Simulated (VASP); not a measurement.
Wanted: the native input for a VASP 6.6.1 run.

```yaml
Task: single point
Functional: PBE
Potentials_or_basis: VASP PAW PBE potentials, release 64 (La, Nb_sv, O)
Cutoff: 520 eV
k_mesh: 6 × 6 × 2
Occupations: gaussian, width 0.1 eV
Spin: collinear spin
Starting_moments: "[0.13, 0.13, 1.2, 0.02, 0.11, 0.11] μB"
Dipole_correction: no
Further_INCAR_settings: ALGO = Normal; EDIFF = 1e-06; NBANDS = 40
```

The structure of La2NbO3 lies in POSCAR:

```
La2NbO3
1.0
    3.5399103600      0.0000000000      0.0000000000
    0.0000000000      3.5399103600      0.0000000000
    0.0000000000      0.0000000000      7.7654016300
La Nb O
2 1 3
Direct
    0.0000000000      0.5000000000      0.7372320300
    0.5000000000      0.0000000000      0.2627679700
    0.0000000000      0.0000000000      0.0000000000
    0.5000000000      0.5000000000      0.0000000000
    0.0000000000      0.5000000000      0.3774000100
    0.5000000000      0.0000000000      0.6225999900
```

The cell was built from a structure type or drawn by symmetry, and may not be a known phase.

One way to write it, as run:

INCAR

```
PREC     = Accurate       # precision mode
ENCUT    = 520            # plane-wave cutoff, eV
EDIFF    = 1E-6           # SCF threshold, eV
ISMEAR   = 0              # smearing method
SIGMA    = 0.1            # smearing width, eV
LREAL    = F              # projectors in reciprocal space
LASPH    = T              # aspherical terms in the spheres
NELM     = 150            # most SCF steps
ALGO     = Normal         # electronic algorithm
ISIF     = 2              # what is computed and relaxed
LWAVE    = F              # write WAVECAR
LCHARG   = F              # write CHGCAR
ISPIN    = 2              # spin polarisation
MAGMOM   = 0.13 0.13 1.2 0.02 0.11 0.11 # initial moments
LORBIT   = 11             # projections on sites
LMAXMIX  = 6              # l up to which the mixer works
GGA      = PE             # functional
NBANDS   = 40             # bands
```

KPOINTS

```
regular mesh
0
Gamma
  6 6 2
```

Potentials or basis: VASP PAW PBE potentials, release 64 (La, Nb_sv, O).

The run is started by

```sh
$ cat potpaw_PBE.64/La/POTCAR potpaw_PBE.64/Nb_sv/POTCAR potpaw_PBE.64/O/POTCAR > POTCAR
$ mpirun -np 1 vasp_std > vasp.out
```

Results of the run:

```json
{"Pressure": "-1.3 GPa", "Largest force": "6.300 eV/Å", "Net moment": "2.24 μB per cell", "Site moments": "La +0.18; Nb +1.34; O +0.00, +0.09 (each value once) μB", "Valence electrons inside the program's atomic spheres": "La 8.76; Nb 11.02; O 4.93, 4.90 (each value once)"}
```

Caveat: the k points lie up to 0.40 Å⁻¹ apart; forces of over 1 eV/Å act on the atoms, so gaps and moduli don't describe the material at rest.

It took 2.9 min on 1 thread of Intel(R) Xeon(R) Platinum 8488C (Sapphire Rapids), with other jobs on the host, peak memory 0.33 GiB.
